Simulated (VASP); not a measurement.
# Al3Cu2 (P-3m1) in VASP: further runs

Runs on Al3Cu2. Level: PBEsol. Tasks: single point.

Everything below comes from runs of VASP 6.6.1. Logs are shortened: lines on timing, memory, paths and dates and some standing lists are left out, and cuts for length are marked.

**1. The cell of the first run**

The structure is trigonal, space group P-3m1 (No. 164). The conventional cell has a = 4.058 Å, b = 4.058 Å, c = 5.002 Å, α = 90.00°, β = 90.00°, γ = 120.00°. Al (site symmetry -3m) has 6 Cu at 2.47 Å and 6 Al at 2.93 Å within 3.3 Å. Within 3.2 Å of Al (site symmetry 3m) lie 5 Cu at 2.45 to 2.55 Å and 6 Al at 2.78 to 2.93 Å. Cu (site symmetry 3m) has 8 Al at 2.45 to 2.55 Å and 3 Cu at 2.83 Å within 3.2 Å.

**2. Single point, PBEsol (biaxial strain in the a-b plane: -1.0 %, then relaxed in part)**

INCAR

```
SYSTEM = Al3Cu2
ALGO     = Fast           ! electronic algorithm
EDIFF    = 1E-6           ! SCF threshold, eV
ENCUT    = 520            ! plane-wave cutoff, eV
GGA      = PS             ! functional
ISIF     = 2              ! what is computed and relaxed
ISMEAR   = 0              ! smearing method
LASPH    = .True.         ! aspherical terms in the spheres
LCHARG   = .False.        ! write CHGCAR
LREAL    = .False.        ! projectors in reciprocal space
LWAVE    = .False.        ! write WAVECAR
NBANDS   = 24             ! bands
NELM     = 100            ! most SCF steps
PREC     = Accurate       ! precision mode
SIGMA    = 0.1            ! smearing width, eV
```

KPOINTS

```
k-points
0
Gamma
  12 12 8
  0 0 0
```

POSCAR

```
Al3Cu2
1.0
    4.0575997379      0.0000000000      0.0000000000
   -2.0287998690      3.5139844514      0.0000000000
    0.0000000000      0.0000000000      5.0022021234
Al Cu
3 2
Direct
    0.0000000000      0.0000000000      0.0000000000
    0.3333333333      0.6666666667      0.3512275204
    0.6666666667      0.3333333333      0.6487724796
    0.3333333333      0.6666666667      0.8410920656
    0.6666666667      0.3333333333      0.1589079344
```

Potentials or basis: VASP PAW PBE potentials, release 64 (Al, Cu).

Launch:

```
$ cat potpaw_PBE.64/Al/POTCAR potpaw_PBE.64/Cu/POTCAR > POTCAR
$ mpirun -np 1 vasp_std > vasp.out
```

OUTCAR:

```text
SYSTEM = Al3Cu2
   EDIFF = 1E-6
   ENCUT = 520
   GGA = PS
   ISIF = 2
   ISMEAR = 0
   LASPH = .True.
   LREAL = .False.
   NELM = 100
   PREC = Accurate

 ion  position               nearest neighbor table
   1  0.000  0.000  0.000-   4 2.47   5 2.47   5 2.47   4 2.47   5 2.47   4 2.47   2 2.93   3 2.93
                             2 2.93   3 2.93   3 2.93   2 2.93
   2  0.333  0.667  0.351-   4 2.45   5 2.53   5 2.53   5 2.53   4 2.55   3 2.78   3 2.78   3 2.78
                             1 2.93   1 2.93   1 2.93
   3  0.667  0.333  0.649-   5 2.45   4 2.53   4 2.53   4 2.53   5 2.55   2 2.78   2 2.78   2 2.78
                             1 2.93   1 2.93   1 2.93
   4  0.333  0.667  0.841-   2 2.45   1 2.47   1 2.47   1 2.47   3 2.53   3 2.53   3 2.53   2 2.55

   5  0.667  0.333  0.159-   3 2.45   1 2.47   1 2.47   1 2.47   2 2.53   2 2.53   2 2.53   3 2.55

  LATTYP: Found a hexagonal cell.
 ALAT       =     4.0575997379
 C/A-ratio  =     1.2327983159

  Lattice vectors:

 A1 = (   4.0575997379,   0.0000000000,   0.0000000000)
 A2 = (  -2.0287998690,   3.5139844514,   0.0000000000)
 A3 = (   0.0000000000,   0.0000000000,   5.0022021234)

Analysis of symmetry for initial positions (statically):
=====================================================================
 Subroutine PRICEL returns:
 Original cell was already a primitive cell.

 Routine SETGRP: Setting up the symmetry group for a
 hexagonal supercell.

 Subroutine GETGRP returns: Found 12 space group operations
 (whereof 12 operations were pure point group operations)
 out of a pool of 24 trial point group operations.

The static configuration has the point symmetry D_3d.

Analysis of symmetry for dynamics (positions and initial velocities):
=====================================================================
 Subroutine PRICEL returns:
 Original cell was already a primitive cell.

 Routine SETGRP: Setting up the symmetry group for a
 hexagonal supercell.

 Subroutine GETGRP returns: Found 12 space group operations
 (whereof 12 operations were pure point group operations)
 out of a pool of 24 trial point group operations.

The dynamic configuration has the point symmetry D_3d.

 Subroutine INISYM returns: Found 12 space group operations
 (whereof 12 operations are pure point group operations),
 and found     1 'primitive' translations

----------------------------------------------------------------------------------------

                                     Primitive cell

  volume of cell :      71.3231

  direct lattice vectors                    reciprocal lattice vectors
     4.057599738  0.000000000  0.000000000     0.246451120  0.142288620  0.000000000
    -2.028799869  3.513984451  0.000000000     0.000000000  0.284577241  0.000000000
     0.000000000  0.000000000  5.002202123     0.000000000  0.000000000  0.199911954

  length of vectors
     4.057599738  4.057599738  5.002202123     0.284577241  0.284577241  0.199911954

  position of ions in fractional coordinates (direct lattice)
     0.000000000  0.000000000  0.000000000
     0.333333333  0.666666667  0.351227520
     0.666666667  0.333333333  0.648772480
     0.333333333  0.666666667  0.841092066
     0.666666667  0.333333333  0.158907934

  ion indices of the primitive-cell ions
   primitive index   ion index
                 1           1
                 2           2
                 3           3
                 4           4
                 5           5

----------------------------------------------------------------------------------------

 KPOINTS: k-points

Automatic generation of k-mesh.
 Grid dimensions read from file:
 generate k-points for:   12   12    8

 Generating k-lattice:

  Cartesian coordinates                     Fractional coordinates (reciprocal lattice)
     0.020537593  0.011857385  0.000000000     0.083333333  0.000000000  0.000000000
     0.000000000  0.023714770  0.000000000     0.000000000  0.083333333  0.000000000
     0.000000000  0.000000000  0.024988994     0.000000000  0.000000000  0.125000000

  Length of vectors
     0.023714770  0.023714770  0.024988994

  Shift w.r.t. Gamma in fractional coordinates (k-lattice)
     0.000000000  0.000000000  0.000000000

 Subroutine IBZKPT returns following result:
 ===========================================

 Found    131 irreducible k-points:

 Following reciprocal coordinates:
            Coordinates               Weight
  0.000000  0.000000  0.000000      1.000000
  0.083333  0.000000  0.000000      6.000000
  0.166667  0.000000  0.000000      6.000000
  0.250000  0.000000  0.000000      6.000000
  0.333333  0.000000  0.000000      6.000000
  0.416667  0.000000  0.000000      6.000000
[... 16 lines left out ...]
  0.166667  0.000000  0.125000      6.000000
  0.000000  0.166667  0.125000      6.000000
 [... further k-points ...]
   k-points           NKPTS =    131   k-points in BZ     NKDIM =    131   number of bands    NBANDS=     24
   number of dos      NEDOS =    301   number of ions     NIONS =      5
   total plane-waves  NPLWV =  36000
   dimension x,y,z NGX =    30 NGY =   30 NGZ =   40
   dimension x,y,z NGXF=    60 NGYF=   60 NGZF=   80
   ions per type =               3   2
   NGX,Y,Z   is equivalent  to a cutoff of  12.29, 12.29, 13.29 a.u.
   NGXF,Y,Z  is equivalent  to a cutoff of  24.58, 24.58, 26.59 a.u.
 SYSTEM =  Al3Cu2
   PREC   = accura    normal or accurate (medium, high low for compatibility)
   ISTART =      0    job   : 0-new  1-cont  2-samecut
   ICHARG =      2    charge: 1-file 2-atom 10-const
   ISPIN  =      1    spin polarized calculation?
   LNONCOLLINEAR =      F non collinear calculations
   LSORBIT =      F    spin-orbit coupling
   LASPH  =      T    aspherical Exc in radial PAW
   ENCUT  =  520.0 eV  38.22 Ry    6.18 a.u.   7.54  7.54  9.30*2*pi/ulx,y,z
   NELM   =    100;   NELMIN=  2; NELMDL= -5     # of ELM steps
   EDIFF  = 0.1E-05   stopping-criterion for ELM
   LREAL  =      F    real-space projection
   EDIFFG = 0.1E-04   stopping-criterion for IOM
   NSW    =      0    number of steps for IOM
   IBRION =     -1    ionic relax: 0-MD 1-quasi-New 2-CG
   NFREE  =      0    steps in history (QN), initial steepest desc. (CG)
   ISIF   =      2    stress and relaxation
   ISYM   =      2    0-nonsym 1-usesym 2-fastsym
   POTIM  = 0.5000    time-step for ionic-motion
   TEBEG  =    0.0;   TEEND  =   0.0 temperature during run
   PSTRESS=    0.0 pullay stress
   NELECT =      31.0000    total number of electrons
   NUPDOWN=      -1.0000    fix difference up-down
   EMIN   =  10.00;   EMAX   =-10.00  energy-range for DOS
   EFERMI =   0.00;   METHOD = LEGACY
   ISMEAR =     0;   SIGMA  =   0.10  broadening in eV -4-tet -1-fermi 0-gaus
   EFERMI_NEDOS =   21; number of points for ismear=-14 and -15
   IALGO  =     68    algorithm
   IMIX   =      4    mixing-type and parameters
     AMIX     =   0.40;   BMIX     =  1.00
     AMIX_MAG =   1.60;   BMIX_MAG =  1.00
  volume/ion in A,a.u.               =      14.26        96.26
  Fermi-wavevector in a.u.,A,eV,Ry     =   1.240086  2.343424 20.923236  1.537814
  Thomas-Fermi vector in A             =   2.374542
   LORBIT       =      0    0 simple, 1 ext, 2 COOP (PROOUT), +10 PAW based schemes
   GGA     = PS    functional components
   LHFCALC =     F    Hartree Fock is set to
   AEXX    =    0.0000 exact exchange contribution
   IVDW    =     0    specifies the selected vdW correction
   LEPSILON=     F    determine dielectric tensor
   LRPA    =     F    only Hartree local field effects (RPA)
 non-spin polarized calculation
 RMM-DIIS sequential band-by-band and
 Gauss-broadening in eV      SIGMA  =   0.10
  energy-cutoff  :      520.00
  volume of cell :       71.32
 maximum number of plane-waves:      1950
   NGX = 15   NGY = 15   NGZ = 19

 number of electron      31.0000014 magnetization

 Free energy of the ion-electron system (eV)
  ---------------------------------------------------
  ext. energy  EPLUGINS =         0.00000000
  ---------------------------------------------------
  free energy    TOTEN  =       -21.70428239 eV

  energy without entropy =      -21.69700920  energy(sigma->0) =      -21.70064579

 E-fermi :   8.4698     XC(G=0): -11.1383

 val. band max:        8.4687953758   @ k =   0.3333   0.1667   0.1250
 cond. band min:       8.4738952551   @ k =   0.4167   0.0833   0.1250
 fundamental gap:      0.0050998793
 Fermi energy:         8.4697988486

 k-point     1 :       0.0000    0.0000    0.0000
  band No.  band energies     occupation
      1      -2.8974      2.00000
      2       1.9335      2.00000
      3       2.4645      2.00000
      4       3.0419      2.00000
      5       3.0419      2.00000
      6       3.4053      2.00000
[... 16 lines left out ...]
     23      14.3364      0.00000
     24      14.3365      0.00000

 k-point     2 :       0.0833    0.0000    0.0000
  band No.  band energies     occupation
      1      -2.8132      2.00000
      2       1.9786      2.00000
      3       2.4633      2.00000
      4       3.0576      2.00000
      5       3.0679      2.00000
      6       3.3878      2.00000
[... 16 lines left out ...]
     23      14.0813      0.00000
     24      14.1058      0.00000

 k-point     3 :       0.1667    0.0000    0.0000
  band No.  band energies     occupation
      1      -2.5618      2.00000
      2       2.0980      2.00000
      3       2.4375      2.00000
      4       3.0962      2.00000
      5       3.1430      2.00000
      6       3.3404      2.00000
[... 16 lines left out ...]
     23      13.7374      0.00000
     24      14.1807      0.00000
[... 514 lines left out ...]
 k-point    23 :       0.1667    0.0000    0.1250
  band No.  band energies     occupation
      1      -2.4741      2.00000
      2       1.5889      2.00000
      3       2.6130      2.00000
      4       3.0356      2.00000
      5       3.1304      2.00000
      6       3.3855      2.00000
[... 16 lines left out ...]
     23      14.1649      0.00000
     24      14.6423      0.00000

 k-point    24 :       0.0000    0.1667    0.1250
  band No.  band energies     occupation
      1      -2.4737      2.00000
      2       1.5767      2.00000
      3       2.5993      2.00000
      4       3.0881      2.00000
      5       3.1279      2.00000
      6       3.3355      2.00000
[... 16 lines left out ...]
     23      14.2005      0.00000
     24      14.4313      0.00000

 [... further k-points ...]

------------------------ aborting loop because EDIFF is reached ----------------------------------------

  FORCE on cell =-STRESS in cart. coord.  units (eV):
  Direction    XX          YY          ZZ          XY          YZ          ZX
  --------------------------------------------------------------------------------------
  -------------------------------------------------------------------------------------
  Total        1.4408990      1.4408990      0.2137038     -0.0000000      0.0000000     -0.0000000
  in kB       32.3678505     32.3678505      4.8005679     -0.0000000      0.0000000     -0.0000000
  external PRESSURE =      23.1787563 kB  Pullay stress =       0.0000000 kB

 VOLUME and BASIS-vectors are now :
 -----------------------------------------------------------------------------
  energy-cutoff  :      520.00
  volume of cell :       71.32
      direct lattice vectors                 reciprocal lattice vectors
     4.057599738  0.000000000  0.000000000     0.246451120  0.142288620  0.000000000
    -2.028799869  3.513984451  0.000000000     0.000000000  0.284577241  0.000000000
     0.000000000  0.000000000  5.002202123     0.000000000  0.000000000  0.199911954

 POSITION                                       TOTAL-FORCE (eV/Angst)
 -----------------------------------------------------------------------------------
      0.00000      0.00000      0.00000         0.000000      0.000000      0.000000
     -0.00000      2.34266      1.75691         0.000000      0.000000      0.005019
      2.02880      1.17133      3.24529        -0.000000      0.000000     -0.005019
     -0.00000      2.34266      4.20731         0.000000      0.000000     -0.001461
      2.02880      1.17133      0.79489        -0.000000      0.000000      0.001461
 -----------------------------------------------------------------------------------
    total drift:                               -0.000000      0.000000      0.000000

  FREE ENERGIE OF THE ION-ELECTRON SYSTEM (eV)
  ---------------------------------------------------
  free  energy   TOTEN  =       -21.7042823870 eV

  energy  without entropy=      -21.6970091961  energy(sigma->0) =      -21.70064579
```

Run time: 4.9 min. Hardware: 1 thread of Intel Xeon Platinum 8488C (Sapphire Rapids), shared host; peak memory 0.32 GiB.

Results:

| Item | Value |
| --- | --- |
| Free energy | -21.7043 eV |
| Pressure | 2.3 GPa |
| Largest force | 0.005 eV/Å |

Forces on the atoms (eV/Å):
```
Al   0.000  0.000  0.000
Al   0.000  0.000  0.005
Al   0.000  0.000 -0.005
Cu   0.000  0.000 -0.001
Cu   0.000  0.000  0.001
```

Caveat: the cell differs from its parent crystal (biaxial strain in the a-b plane: -1.0 %, then relaxed in part); the PAW data sets were made with another functional, which shifts forces and pressure a little.

(Part 1 of 2 ends here.)
